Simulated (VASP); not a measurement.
# BaTe (I4/mmm) in VASP: single point with HSE06

Aim: the single point of BaTe with HSE06.

Everything below comes from runs of VASP 6.6.1. Logs are shortened: lines on timing, memory, paths and dates and some standing lists are left out, and cuts for length are marked.

### Step 1. The cell of the first run

It takes space group I4/mmm (No. 139, tetragonal). Conventional cell: a = 5.095 Å, b = 5.095 Å, c = 7.025 Å, α = 90.00°, β = 90.00°, γ = 90.00°. Ba (site symmetry 4/mmm) has 6 Te at 3.51 to 3.60 Å within 4.6 Å. Within 4.6 Å of Te (site symmetry 4/mmm) lie 6 Ba at 3.51 to 3.60 Å.

### Step 2. Single point, HSE06 (epitaxial xy strain +2.0%)

The input, POSCAR:

```
BaTe
1.0
    0.0000000000      3.6030345821      3.5127122081
    3.6030345821      0.0000000000      3.5127122081
    3.6030345821      3.6030345821      0.0000000000
Ba Te
1 1
Direct
    0.0000000000      0.0000000000      0.0000000000
    0.5000000000      0.5000000000      0.5000000000
```

The input, INCAR.step1:

```
ALGO = Normal
EDIFF = 1E-5
ENCUT = 520
GGA = PE
ISIF = 2
ISMEAR = 0
LASPH = T
LCHARG = F
LREAL = F
LWAVE = T
NBANDS = 15
NELM = 100
PREC = Accurate
SIGMA = 0.01
```

The input, INCAR.step2:

```
ALGO = Normal
EDIFF = 1E-6
ENCUT = 520
GGA = PE
HFSCREEN = 0.2079
ISIF = 2
ISMEAR = 0
ISTART = 1
LASPH = T
LCHARG = F
LHFCALC = T
LREAL = F
LWAVE = F
NBANDS = 15
NELM = 100
PREC = Accurate
PRECFOCK = Normal
SIGMA = 0.01
```

The input, KPOINTS:

```
k-points
0
Gamma
  4 4 4
```

Potentials or basis: VASP PAW PBE potentials, release 64 (Ba_sv, Te).

On the command line:

```
$ cat potpaw_PBE.64/Ba_sv/POTCAR potpaw_PBE.64/Te/POTCAR > POTCAR
$ cp INCAR.step1 INCAR
$ mpirun -np 1 vasp_std > vasp.out
$ cp INCAR.step2 INCAR
$ mpirun -np 1 vasp_std > vasp.out
```

OUTCAR:

```text
EDIFF = 1E-6
   ENCUT = 520
   GGA = PE
   HFSCREEN = 0.2079
   ISIF = 2
   ISMEAR = 0
   ISTART = 1
   LASPH = T
   LHFCALC = T
   LREAL = F
   NELM = 100
   PREC = Accurate
   PRECFOCK = Normal

 ion  position               nearest neighbor table
   1  0.000  0.000  0.000-   2 3.51   2 3.51   2 3.60   2 3.60   2 3.60   2 3.60
   2  0.500  0.500  0.500-   1 3.51   1 3.51   1 3.60   1 3.60   1 3.60   1 3.60

  LATTYP: Found a body centered tetragonal cell.
 ALAT       =     5.0954603717
 C/A-ratio  =     1.3787614668

  Lattice vectors:

 A1 = (   0.0000000000,  -3.6030345821,  -3.5127122081)
 A2 = (   0.0000000000,   3.6030345821,  -3.5127122081)
 A3 = (   3.6030345821,   0.0000000000,   3.5127122081)

Analysis of symmetry for initial positions (statically):
=====================================================================
 Subroutine PRICEL returns:
 Original cell was already a primitive cell.

 Routine SETGRP: Setting up the symmetry group for a
 body centered tetragonal supercell.

 Subroutine GETGRP returns: Found 16 space group operations
 (whereof 16 operations were pure point group operations)
 out of a pool of 16 trial point group operations.

The static configuration has the point symmetry D_4h.

Analysis of symmetry for dynamics (positions and initial velocities):
=====================================================================
 Subroutine PRICEL returns:
 Original cell was already a primitive cell.

 Routine SETGRP: Setting up the symmetry group for a
 body centered tetragonal supercell.

 Subroutine GETGRP returns: Found 16 space group operations
 (whereof 16 operations were pure point group operations)
 out of a pool of 16 trial point group operations.

The dynamic configuration has the point symmetry D_4h.

 Subroutine INISYM returns: Found 16 space group operations
 (whereof 16 operations are pure point group operations),
 and found     1 'primitive' translations

----------------------------------------------------------------------------------------

                                     Primitive cell

  volume of cell :      91.2031

  direct lattice vectors                    reciprocal lattice vectors
     0.000000000  3.603034582  3.512712208    -0.138771913  0.138771913  0.142340155
     3.603034582  0.000000000  3.512712208     0.138771913 -0.138771913  0.142340155
     3.603034582  3.603034582  0.000000000     0.138771913  0.138771913 -0.142340155

  length of vectors
     5.031998138  5.031998138  5.095460372     0.242437636  0.242437636  0.242437636

  position of ions in fractional coordinates (direct lattice)
     0.000000000  0.000000000  0.000000000
     0.500000000  0.500000000  0.500000000

  ion indices of the primitive-cell ions
   primitive index   ion index
                 1           1
                 2           2

----------------------------------------------------------------------------------------

 KPOINTS: k-points

Automatic generation of k-mesh.
 Grid dimensions read from file:
 generate k-points for:    4    4    4

 Generating k-lattice:

  Cartesian coordinates                     Fractional coordinates (reciprocal lattice)
    -0.034692978  0.034692978  0.035585039     0.250000000  0.000000000  0.000000000
     0.034692978 -0.034692978  0.035585039     0.000000000  0.250000000  0.000000000
     0.034692978  0.034692978 -0.035585039    -0.000000000 -0.000000000  0.250000000

  Length of vectors
     0.060609409  0.060609409  0.060609409

  Shift w.r.t. Gamma in fractional coordinates (k-lattice)
     0.000000000  0.000000000  0.000000000

 Subroutine IBZKPT returns following result:
 ===========================================

 Found     13 irreducible k-points:

 Following reciprocal coordinates:
            Coordinates               Weight
  0.000000  0.000000  0.000000      1.000000
  0.250000  0.000000  0.000000      8.000000
  0.500000  0.000000  0.000000      4.000000
  0.250000  0.250000  0.000000      2.000000
  0.500000  0.250000  0.000000      8.000000
 -0.250000  0.250000  0.000000      4.000000
  0.500000  0.500000  0.000000      1.000000
  0.250000  0.000000  0.250000      4.000000
  0.500000  0.000000  0.250000     16.000000
 -0.250000  0.000000  0.250000      8.000000
 -0.250000  0.500000  0.250000      4.000000
  0.500000  0.000000  0.500000      2.000000
 -0.250000  0.250000  0.500000      2.000000
   k-points           NKPTS =     13   k-points in BZ     NKDIM =     64   number of bands    NBANDS=     15
   number of dos      NEDOS =    301   number of ions     NIONS =      2
   total plane-waves  NPLWV =  64000
   dimension x,y,z NGX =    40 NGY =   40 NGZ =   40
   dimension x,y,z NGXF=    80 NGYF=   80 NGZF=   80
   ions per type =               1   1
   NGX,Y,Z   is equivalent  to a cutoff of  13.22, 13.22, 13.05 a.u.
   NGXF,Y,Z  is equivalent  to a cutoff of  26.43, 26.43, 26.10 a.u.
 SYSTEM =  unknown system
   PREC   = accura    normal or accurate (medium, high low for compatibility)
   ISTART =      1    job   : 0-new  1-cont  2-samecut
   ICHARG =      0    charge: 1-file 2-atom 10-const
   ISPIN  =      1    spin polarized calculation?
   LNONCOLLINEAR =      F non collinear calculations
   LSORBIT =      F    spin-orbit coupling
   LASPH  =      T    aspherical Exc in radial PAW
   ENCUT  =  520.0 eV  38.22 Ry    6.18 a.u.   9.36  9.36  9.47*2*pi/ulx,y,z
   NELM   =    100;   NELMIN=  2; NELMDL=  0     # of ELM steps
   EDIFF  = 0.1E-05   stopping-criterion for ELM
   LREAL  =      F    real-space projection
   EDIFFG = 0.1E-04   stopping-criterion for IOM
   NSW    =      0    number of steps for IOM
   IBRION =     -1    ionic relax: 0-MD 1-quasi-New 2-CG
   NFREE  =      0    steps in history (QN), initial steepest desc. (CG)
   ISIF   =      2    stress and relaxation
   ISYM   =      3    0-nonsym 1-usesym 2-fastsym
   POTIM  = 0.5000    time-step for ionic-motion
   TEBEG  =    0.0;   TEEND  =   0.0 temperature during run
   PSTRESS=    0.0 pullay stress
   NELECT =      16.0000    total number of electrons
   NUPDOWN=      -1.0000    fix difference up-down
   EMIN   =  10.00;   EMAX   =-10.00  energy-range for DOS
   EFERMI =   0.00;   METHOD = LEGACY
   ISMEAR =     0;   SIGMA  =   0.01  broadening in eV -4-tet -1-fermi 0-gaus
   EFERMI_NEDOS =   21; number of points for ismear=-14 and -15
   IALGO  =     38    algorithm
   IMIX   =      1    mixing-type and parameters
     AMIX     =   0.40;   BMIX     =  1.00
     AMIX_MAG =   1.60;   BMIX_MAG =  1.00
  volume/ion in A,a.u.               =      45.60       307.73
  Fermi-wavevector in a.u.,A,eV,Ry     =   0.916456  1.731851 11.427422  0.839892
  Thomas-Fermi vector in A             =   2.041314
   LORBIT       =      0    0 simple, 1 ext, 2 COOP (PROOUT), +10 PAW based schemes
   GGA     = PE    functional components
   LHFCALC =     T    Hartree Fock is set to
   PRECFOCK=normal    Normal, Fast or Accurate (Low or Medium for compatibility)
   ENCUT4O =  -1.0   cutoff for four orbital integrals eV
   NKREDX  =     1    reduce k-point grid by
   NKREDY  =     1    reduce k-point grid by
   NKREDZ  =     1    reduce k-point grid by
   AEXX    =    0.2500 exact exchange contribution
   HFSCREEN=    0.2079 screening length (either q_TF or 0.3 A-1)
   HFSCREENC=   0.2079 screening length for correlation (either q_TF or 0.3 A-1)
   ENCUTFOCK=  -1.0 apply spherical cutoff to Coloumb kernel
   IVDW    =     0    specifies the selected vdW correction
   LEPSILON=     F    determine dielectric tensor
   LRPA    =     F    only Hartree local field effects (RPA)
 non-spin polarized calculation
 Gauss-broadening in eV      SIGMA  =   0.01
  energy-cutoff  :      520.00
  volume of cell :       91.20
 maximum number of plane-waves:      2477
 NGX is ok and might be reduce to    40
  NGX = 30; NGY = 30; NGZ = 30

 number of electron      16.0000000 magnetization

 Free energy of the ion-electron system (eV)
  ---------------------------------------------------
  ext. energy  EPLUGINS =         0.00000000
  ---------------------------------------------------
  free energy    TOTEN  =        -9.78463901 eV

  energy without entropy =       -9.78463901  energy(sigma->0) =       -9.78463901

 E-fermi :   1.4815     XC(G=0):  -6.7212

 val. band max:        1.4216072322   @ k =   0.0000   0.0000   0.0000
 cond. band min:       3.7543064405   @ k =   0.5000   0.5000   0.0000
 fundamental gap:      2.3326992083
 Fermi energy:         1.4815043303

 k-point     1 :       0.0000    0.0000    0.0000
  band No.  band energies     occupation
      1     -27.7021      2.00000
      2     -11.7841      2.00000
      3     -11.7796      2.00000
      4     -11.7796      2.00000
      5      -8.8607      2.00000
      6       1.3760      2.00000
      7       1.3760      2.00000
      8       1.4216      2.00000
      9       4.7761      0.00000
     10       5.1405      0.00000
     11       5.1405      0.00000
     12       5.2989      0.00000
     13       5.7075      0.00000
     14       5.8375      0.00000
     15       9.2035      0.00000

 k-point     2 :       0.2500    0.0000    0.0000
  band No.  band energies     occupation
      1     -27.6968      2.00000
      2     -11.9793      2.00000
      3     -11.7859      2.00000
      4     -11.7830      2.00000
      5      -8.5097      2.00000
      6       0.0554      2.00000
      7       0.7741      2.00000
      8       0.7751      2.00000
      9       5.2838      0.00000
     10       5.8816      0.00000
     11       5.9375      0.00000
     12       6.7127      0.00000
     13       7.1449      0.00000
     14       7.3657      0.00000
     15      10.4185      0.00000

 k-point     3 :       0.5000    0.0000    0.0000
  band No.  band energies     occupation
      1     -27.6914      2.00000
      2     -12.1483      2.00000
      3     -11.7922      2.00000
      4     -11.7837      2.00000
      5      -8.1707      2.00000
      6      -0.8376      2.00000
      7       0.3159      2.00000
      8       0.3351      2.00000
      9       6.2093      0.00000
     10       6.9788      0.00000
     11       7.1564      0.00000
     12       7.2137      0.00000
     13       8.9766      0.00000
     14       9.1567      0.00000
     15       9.4700      0.00000

 k-point     4 :       0.2500    0.2500    0.0000
  band No.  band energies     occupation
      1     -27.6945      2.00000
      2     -11.9508      2.00000
      3     -11.8183      2.00000
      4     -11.8183      2.00000
      5      -8.5193      2.00000
      6      -0.1535      2.00000
      7       1.0347      2.00000
      8       1.0347      2.00000
      9       4.3560      0.00000
     10       5.6654      0.00000
     11       6.1379      0.00000
     12       6.8660      0.00000
     13       6.8660      0.00000
     14       9.4882      0.00000
     15      10.7733      0.00000
[... 109 lines left out ...]
 k-point    11 :      -0.2500    0.5000    0.2500
  band No.  band energies     occupation
      1     -27.6876      2.00000
      2     -11.9142      2.00000
      3     -11.9087      2.00000
      4     -11.8995      2.00000
      5      -8.4731      2.00000
      6       0.1731      2.00000
      7       0.3794      2.00000
      8       0.4627      2.00000
      9       5.6717      0.00000
     10       5.6750      0.00000
     11       6.9763      0.00000
     12       7.3152      0.00000
     13       8.0480      0.00000
     14      10.0189      0.00000
     15      10.0878      0.00000

 k-point    12 :       0.5000    0.0000    0.5000
  band No.  band energies     occupation
      1     -27.6883      2.00000
      2     -11.9595      2.00000
      3     -11.8601      2.00000
      4     -11.8429      2.00000
      5      -8.6383      2.00000
      6       0.1297      2.00000
      7       0.9762      2.00000
      8       0.9989      2.00000
      9       3.7586      0.00000
     10       6.5175      0.00000
     11       6.7450      0.00000
     12       7.6941      0.00000
     13       7.9459      0.00000
     14       8.0826      0.00000
     15       9.9089      0.00000

 k-point    13 :      -0.2500    0.2500    0.5000
  band No.  band energies     occupation
      1     -27.6883      2.00000
      2     -11.9291      2.00000
      3     -11.9008      2.00000
      4     -11.9008      2.00000
      5      -8.4179      2.00000
      6       0.0701      2.00000
      7       0.3770      2.00000
      8       0.3770      2.00000
      9       5.8379      0.00000
     10       5.8379      0.00000
     11       6.8606      0.00000
     12       7.1724      0.00000
     13       7.9619      0.00000
     14      10.3891      0.00000
     15      10.5368      0.00000

------------------------ aborting loop because EDIFF is reached ----------------------------------------

  FORCE on cell =-STRESS in cart. coord.  units (eV):
  Direction    XX          YY          ZZ          XY          YZ          ZX
  --------------------------------------------------------------------------------------
  -------------------------------------------------------------------------------------
  Total       -0.7835033     -0.7835033     -0.0052534      0.0000000     -0.0000000      0.0000000
  in kB      -13.7639154    -13.7639154     -0.0922869      0.0000000     -0.0000000      0.0000000
  external PRESSURE =      -9.2067059 kB  Pullay stress =       0.0000000 kB

 VOLUME and BASIS-vectors are now :
 -----------------------------------------------------------------------------
  energy-cutoff  :      520.00
  volume of cell :       91.20
      direct lattice vectors                 reciprocal lattice vectors
     0.000000000  3.603034582  3.512712208    -0.138771913  0.138771913  0.142340155
     3.603034582  0.000000000  3.512712208     0.138771913 -0.138771913  0.142340155
     3.603034582  3.603034582  0.000000000     0.138771913  0.138771913 -0.142340155

 POSITION                                       TOTAL-FORCE (eV/Angst)
 -----------------------------------------------------------------------------------
      0.00000      0.00000      0.00000         0.000000      0.000000      0.000000
      3.60303      3.60303      3.51271        -0.000000      0.000000     -0.000000
 -----------------------------------------------------------------------------------
    total drift:                                0.000000     -0.000000      0.000000

  FREE ENERGIE OF THE ION-ELECTRON SYSTEM (eV)
  ---------------------------------------------------
  free  energy   TOTEN  =        -9.7846390118 eV

  energy  without entropy=       -9.7846390118  energy(sigma->0) =       -9.78463901
```

Run time: 14 min. Hardware: 1 thread of AMD EPYC 7R13 (Zen 3), shared host; peak memory 0.33 GiB.

What came out:

* Free energy: -9.7846 eV
* Pressure: -0.9 GPa
* Band gap on the k mesh: 2.33 eV (least direct gap 2.76 eV)

Stress tensor (GPa, compression positive):
```
-1.38  0.00  0.00
 0.00 -1.38  0.00
 0.00  0.00 -0.01
```

Levels at points of the mesh, in eV from the valence-band top:
```
           k point  band 4  band 5  band 6  band 7  band 8  band 9  band 10  band 11  band 12  band 13
(0.00, 0.00, 0.00)  -13.20  -10.28   -0.05   -0.05    0.00    3.35     3.72     3.72     3.88     4.29
(0.50, 0.00, 0.00)  -13.21   -9.59   -2.26   -1.11   -1.09    4.79     5.56     5.73     5.79     7.55
(0.50, 0.50, 0.00)  -13.28  -10.05   -1.20   -0.50   -0.50    2.33     5.19     5.27     6.33     6.57
(0.50, 0.00, 0.50)  -13.26  -10.06   -1.29   -0.45   -0.42    2.34     5.10     5.32     6.27     6.52
```

Caveat: the cell differs from its parent crystal (epitaxial xy strain +2.0%); the PAW data sets were made with another functional, which shifts forces and pressure a little; spin-orbit coupling is left out, which moves the levels of the heavy elements.
